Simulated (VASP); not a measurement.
# AlB2P3 (P3m1) in VASP: further runs

Runs on AlB2P3. Level: PBE. Tasks: relaxation of cell and atoms, single point.

Program: VASP 6.6.1. These are calculated values, not measurements. Logs are shortened: lines on timing, memory, paths and dates and some standing lists are left out, and cuts for length are marked.

### Step 1. The cell of the first run

The structure is trigonal, space group P3m1 (No. 156). Conventional cell: a = 3.503 Å, b = 3.503 Å, c = 8.580 Å, α = 90.00°, β = 90.00°, γ = 120.00°. Al (site symmetry 3m) has 4 P at 2.14 Å within 2.8 Å. B (site symmetry 3m) has 4 P at 2.14 Å within 2.8 Å. Within 2.8 Å of B (site symmetry 3m) lie 4 P at 2.14 Å. P (site symmetry 3m) has 3 Al at 2.14 Å and 1 B at 2.14 Å within 2.8 Å. Within 2.8 Å of P (site symmetry 3m) lie 3 B at 2.14 Å and 1 Al at 2.14 Å. P (site symmetry 3m) has 4 B at 2.14 Å within 2.8 Å.

### Step 2. Relaxation of cell and atoms, PBE

The input, INCAR:

```
  PREC = Accurate
  ENCUT = 600
  EDIFF = 1E-6
  ISMEAR = 0
  SIGMA = 0.1
  LREAL = F
  LASPH = T
  NELM = 60
  ALGO = Normal
  ISIF = 3
  LWAVE = F
  LCHARG = F
  GGA = PE
  IBRION = 2
  NSW = 90
  EDIFFG = -0.04
```

The input, KPOINTS:

```
Automatic mesh
0
Gamma
  6 6 2
```

The input, POSCAR:

```
AlB2P3
1.0
    3.5026149900      0.0000000000      0.0000000000
   -1.7513075000      3.0333535600      0.0000000000
    0.0000000000      0.0000000000      8.5796194900
Al B P
1 2 3
Direct
    0.6666666700      0.3333333300      0.3333333300
    0.0000000000      0.0000000000      0.0000000000
    0.3333333300      0.6666666700      0.6666666700
    0.0000000000      0.0000000000      0.2500000000
    0.6666666700      0.3333333300      0.5833333300
    0.3333333300      0.6666666700      0.9166666700
```

Potentials or basis: VASP PAW PBE potentials, release 64 (Al, B, P).

Started as:

```
cat potpaw_PBE.64/Al/POTCAR potpaw_PBE.64/B/POTCAR potpaw_PBE.64/P/POTCAR > POTCAR
mpirun -np 1 vasp_std > vasp.out
```

OUTCAR:

```text
PREC = Accurate
   ENCUT = 600
   EDIFF = 1E-6
   ISMEAR = 0
   LREAL = F
   LASPH = T
   NELM = 60
   ISIF = 3
   GGA = PE
   IBRION = 2
   NSW = 90
   EDIFFG = -0.04

 ion  position               nearest neighbor table
   1  0.667  0.333  0.333-   4 2.14   4 2.14   4 2.14   5 2.14
   2  0.000  0.000  0.000-   6 2.14   6 2.14   6 2.14   4 2.14
   3  0.333  0.667  0.667-   5 2.14   5 2.14   6 2.14   5 2.14
   4  0.000  0.000  0.250-   1 2.14   1 2.14   1 2.14   2 2.14
   5  0.667  0.333  0.583-   3 2.14   3 2.14   1 2.14   3 2.14
   6  0.333  0.667  0.917-   2 2.14   2 2.14   2 2.14   3 2.14

  LATTYP: Found a hexagonal cell.
 ALAT       =     3.5026149900
 C/A-ratio  =     2.4494897425

  Lattice vectors:

 A1 = (   3.5026149900,   0.0000000000,   0.0000000000)
 A2 = (  -1.7513075000,   3.0333535600,   0.0000000000)
 A3 = (   0.0000000000,   0.0000000000,   8.5796194900)

Analysis of symmetry for initial positions (statically):
=====================================================================
 Subroutine PRICEL returns:
 Original cell was already a primitive cell.

 Routine SETGRP: Setting up the symmetry group for a
 hexagonal supercell.

 Subroutine GETGRP returns: Found  6 space group operations
 (whereof  6 operations were pure point group operations)
 out of a pool of 24 trial point group operations.

The static configuration has the point symmetry C_3v.

Analysis of symmetry for dynamics (positions and initial velocities):
=====================================================================
 Subroutine PRICEL returns:
 Original cell was already a primitive cell.

 Routine SETGRP: Setting up the symmetry group for a
 hexagonal supercell.

 Subroutine GETGRP returns: Found  6 space group operations
 (whereof  6 operations were pure point group operations)
 out of a pool of 24 trial point group operations.

The dynamic configuration has the point symmetry C_3v.

 Subroutine INISYM returns: Found  6 space group operations
 (whereof  6 operations are pure point group operations),
 and found     1 'primitive' translations

----------------------------------------------------------------------------------------

                                     Primitive cell

  volume of cell :      91.1556

  direct lattice vectors                    reciprocal lattice vectors
     3.502614990  0.000000000  0.000000000     0.285500977  0.164834066  0.000000000
    -1.751307500  3.033353560  0.000000000     0.000000000  0.329668131  0.000000000
     0.000000000  0.000000000  8.579619490     0.000000000  0.000000000  0.116555286

  length of vectors
     3.502614990  3.502614992  8.579619490     0.329668132  0.329668131  0.116555286

  position of ions in fractional coordinates (direct lattice)
     0.666666670  0.333333330  0.333333330
     0.000000000  0.000000000  0.000000000
     0.333333330  0.666666670  0.666666670
     0.000000000  0.000000000  0.250000000
     0.666666670  0.333333330  0.583333330
     0.333333330  0.666666670  0.916666670

  ion indices of the primitive-cell ions
   primitive index   ion index
                 1           1
                 2           2
                 3           3
                 4           4
                 5           5
                 6           6

----------------------------------------------------------------------------------------

 KPOINTS: Automatic mesh

Automatic generation of k-mesh.
 Grid dimensions read from file:
 generate k-points for:    6    6    2

 Generating k-lattice:

  Cartesian coordinates                     Fractional coordinates (reciprocal lattice)
     0.047583496  0.027472344  0.000000000     0.166666667  0.000000000  0.000000000
     0.000000000  0.054944689  0.000000000     0.000000000  0.166666667  0.000000000
     0.000000000  0.000000000  0.058277643     0.000000000  0.000000000  0.500000000

  Length of vectors
     0.054944689  0.054944689  0.058277643

  Shift w.r.t. Gamma in fractional coordinates (k-lattice)
     0.000000000  0.000000000  0.000000000

 Subroutine IBZKPT returns following result:
 ===========================================

 Found     14 irreducible k-points:

 Following reciprocal coordinates:
            Coordinates               Weight
  0.000000  0.000000  0.000000      1.000000
  0.166667 -0.000000  0.000000      6.000000
  0.333333 -0.000000  0.000000      6.000000
  0.500000  0.000000  0.000000      3.000000
  0.166667  0.166667  0.000000      6.000000
  0.333333  0.166667  0.000000     12.000000
  0.333333  0.333333  0.000000      2.000000
  0.000000  0.000000  0.500000      1.000000
  0.166667 -0.000000  0.500000      6.000000
  0.333333 -0.000000  0.500000      6.000000
  0.500000  0.000000  0.500000      3.000000
  0.166667  0.166667  0.500000      6.000000
  0.333333  0.166667  0.500000     12.000000
  0.333333  0.333333  0.500000      2.000000
   k-points           NKPTS =     14   k-points in BZ     NKDIM =     14   number of bands    NBANDS=     16
   number of dos      NEDOS =    301   number of ions     NIONS =      6
   total plane-waves  NPLWV =  54880
   dimension x,y,z NGX =    28 NGY =   28 NGZ =   70
   dimension x,y,z NGXF=    56 NGYF=   56 NGZF=  140
   ions per type =               1   2   3
   NGX,Y,Z   is equivalent  to a cutoff of  13.29, 13.29, 13.56 a.u.
   NGXF,Y,Z  is equivalent  to a cutoff of  26.58, 26.58, 27.13 a.u.
 SYSTEM =  unknown system
   PREC   = accura    normal or accurate (medium, high low for compatibility)
   ISTART =      0    job   : 0-new  1-cont  2-samecut
   ICHARG =      2    charge: 1-file 2-atom 10-const
   ISPIN  =      1    spin polarized calculation?
   LNONCOLLINEAR =      F non collinear calculations
   LSORBIT =      F    spin-orbit coupling
   LASPH  =      T    aspherical Exc in radial PAW
   ENCUT  =  600.0 eV  44.10 Ry    6.64 a.u.   7.00  7.00 17.14*2*pi/ulx,y,z
   NELM   =     60;   NELMIN=  2; NELMDL= -5     # of ELM steps
   EDIFF  = 0.1E-05   stopping-criterion for ELM
   LREAL  =      F    real-space projection
   EDIFFG = -.4E-01   stopping-criterion for IOM
   NSW    =     90    number of steps for IOM
   IBRION =      2    ionic relax: 0-MD 1-quasi-New 2-CG
   NFREE  =      1    steps in history (QN), initial steepest desc. (CG)
   ISIF   =      3    stress and relaxation
   ISYM   =      2    0-nonsym 1-usesym 2-fastsym
   POTIM  = 0.5000    time-step for ionic-motion
   TEBEG  =    0.0;   TEEND  =   0.0 temperature during run
   PSTRESS=    0.0 pullay stress
   NELECT =      24.0000    total number of electrons
   NUPDOWN=      -1.0000    fix difference up-down
   EMIN   =  10.00;   EMAX   =-10.00  energy-range for DOS
   EFERMI =   0.00;   METHOD = LEGACY
   ISMEAR =     0;   SIGMA  =   0.10  broadening in eV -4-tet -1-fermi 0-gaus
   EFERMI_NEDOS =   21; number of points for ismear=-14 and -15
   IALGO  =     38    algorithm
   IMIX   =      4    mixing-type and parameters
     AMIX     =   0.40;   BMIX     =  1.00
     AMIX_MAG =   1.60;   BMIX_MAG =  1.00
  volume/ion in A,a.u.               =      15.19       102.52
  Fermi-wavevector in a.u.,A,eV,Ry     =   1.049262  1.982818 14.979354  1.100951
  Thomas-Fermi vector in A             =   2.184218
   LORBIT       =      0    0 simple, 1 ext, 2 COOP (PROOUT), +10 PAW based schemes
   GGA     = PE    functional components
   LHFCALC =     F    Hartree Fock is set to
   AEXX    =    0.0000 exact exchange contribution
   IVDW    =     0    specifies the selected vdW correction
   LEPSILON=     F    determine dielectric tensor
   LRPA    =     F    only Hartree local field effects (RPA)
 conjugate gradient relaxation of ions
 non-spin polarized calculation
 Gauss-broadening in eV      SIGMA  =   0.10
  energy-cutoff  :      600.00
  volume of cell :       91.16
 maximum number of plane-waves:      3065
 NGX is ok and might be reduce to    28
   NGX = 13   NGY = 13   NGZ = 35

--------------------------------------- Ionic step        1  -------------------------------------------

 number of electron      24.0000000 magnetization

 Free energy of the ion-electron system (eV)
  ---------------------------------------------------
  ext. energy  EPLUGINS =         0.00000000
  ---------------------------------------------------
  free energy    TOTEN  =       -33.38170222 eV

  energy without entropy =      -33.38170222  energy(sigma->0) =      -33.38170222

------------------------ aborting loop because EDIFF is reached ----------------------------------------

  FORCE on cell =-STRESS in cart. coord.  units (eV):
  Direction    XX          YY          ZZ          XY          YZ          ZX
  --------------------------------------------------------------------------------------
  -------------------------------------------------------------------------------------
  Total        0.3243459      0.3243459      0.4612363     -0.0000000      0.0000000      0.0000000
  in kB        5.7007972      5.7007972      8.1068211     -0.0000000      0.0000000      0.0000000
  external PRESSURE =       6.5028052 kB  Pullay stress =       0.0000000 kB
[... 67 lines left out ...]
--------------------------------------- Ionic step        3  -------------------------------------------

 number of electron      24.0000000 magnetization

 E-fermi :   6.5664     XC(G=0):  -9.9706

 val. band max:        6.0908563412   @ k =   0.0000   0.0000   0.0000
 cond. band min:       6.9989099867   @ k =   0.5000   0.0000   0.0000
 fundamental gap:      0.9080536455
 Fermi energy:         6.5664378573

 k-point     1 :       0.0000    0.0000    0.0000
  band No.  band energies     occupation
      1      -7.8539      2.00000
      2      -6.6595      2.00000
      3      -5.7467      2.00000
      4      -0.2544      2.00000
      5       0.3554      2.00000
      6       3.8886      2.00000
[... 288 lines left out ...]
  FREE ENERGIE OF THE ION-ELECTRON SYSTEM (eV)
  ---------------------------------------------------
  free  energy   TOTEN  =       -34.3147218292 eV

  energy  without entropy=      -34.3147218292  energy(sigma->0) =      -34.31472183

[... ionic steps 4 to 7 ...]

--------------------------------------- Ionic step        8  -------------------------------------------

 number of electron      24.0000000 magnetization

------------------------ aborting loop because EDIFF is reached ----------------------------------------
[... 75 lines left out ...]
--------------------------------------- Ionic step       10  -------------------------------------------

 number of electron      24.0000000 magnetization

 Free energy of the ion-electron system (eV)
  ---------------------------------------------------
  ext. energy  EPLUGINS =         0.00000000
  ---------------------------------------------------
  free energy    TOTEN  =       -34.67346308 eV

  energy without entropy =      -34.67246810  energy(sigma->0) =      -34.67296559

 E-fermi :   7.3245     XC(G=0): -10.1956

 val. band max:        7.2142400759   @ k =   0.0000   0.0000   0.0000
 cond. band min:       7.4479109959   @ k =   0.5000   0.0000   0.0000
 fundamental gap:      0.2336709200
 Fermi energy:         7.3245369176

 k-point     1 :       0.0000    0.0000    0.0000
  band No.  band energies     occupation
      1      -7.8725      2.00000
      2      -6.3432      2.00000
      3      -5.4836      2.00000
      4      -0.2432      2.00000
      5       0.6340      2.00000
      6       4.4289      2.00000
[... 288 lines left out ...]
  FREE ENERGIE OF THE ION-ELECTRON SYSTEM (eV)
  ---------------------------------------------------
  free  energy   TOTEN  =       -34.6734630759 eV

  energy  without entropy=      -34.6724680961  energy(sigma->0) =      -34.67296559

 reached required accuracy - stopping structural energy minimisation
```

It took 4.7 min on 1 thread of AMD EPYC 7R13, shared host; peak memory 0.2 GiB.

What came out:

| Property | Result |
| --- | --- |
| Free energy | -34.6735 eV |
| Relaxed volume | 14.55 Å³/atom |
| Relaxed cell | a = 3.417 Å, b = 3.417 Å, c = 8.638 Å, α = 90.00°, β = 90.00°, γ = 120.00° |
| Space group after relaxing (to 0.05 Å) | P3m1 (No. 156) |
| Energy gained by relaxing | 215.3 meV/atom |
| Ionic steps | 10 |
| Pressure after relaxing | 0.0 GPa |
| Largest force after relaxing | 0.020 eV/Å |
| Band gap on the k mesh | 0.23 eV, indirect (least direct gap 1.49 eV) |

Forces on the atoms (eV/Å):
```
Al   0.000  0.000  0.013
B    0.000  0.000  0.000
B    0.000  0.000 -0.012
P    0.000  0.000 -0.008
P    0.000  0.000 -0.013
P    0.000  0.000  0.020
```

Step by step:
| step | energy change (eV) | largest force (eV/Å) | pressure (GPa) | volume (Å³) |
| --- | --- | --- | --- | --- |
| 1 | 0.0000 | 4.4442 | 0.65 | 91.16 |
| 2 | -0.9249 | 1.7725 | -3.99 | 91.97 |
| 3 | -0.9330 | 1.8980 | -4.24 | 92.06 |
| 4 | -1.2241 | 1.1124 | 1.23 | 86.87 |
| 5 | -1.2251 | 1.1077 | 1.65 | 86.55 |
| 6 | -1.2642 | 0.7551 | 0.51 | 86.90 |
| 7 | -1.2891 | 0.1573 | 0.83 | 86.77 |
| 8 | -1.2912 | 0.0558 | -0.49 | 87.67 |
| 9 | -1.2916 | 0.0444 | -0.10 | 87.40 |
| 10 | -1.2918 | 0.0204 | 0.03 | 87.33 |

Final structure:
```
Al B P
1.0
     3.41671    0.00000    0.00000
    -1.70835    2.95895    0.00000
     0.00000    0.00000    8.63806
Al B P
1 2 3
Direct
  0.66667 0.33333 0.33726
  0.00000 0.00000 0.98541
  0.33333 0.66667 0.68596
  0.00000 0.00000 0.21394
  0.66667 0.33333 0.61358
  0.33333 0.66667 0.91385
```

A k mesh can miss the band edges.

[end of part 1 of 2]
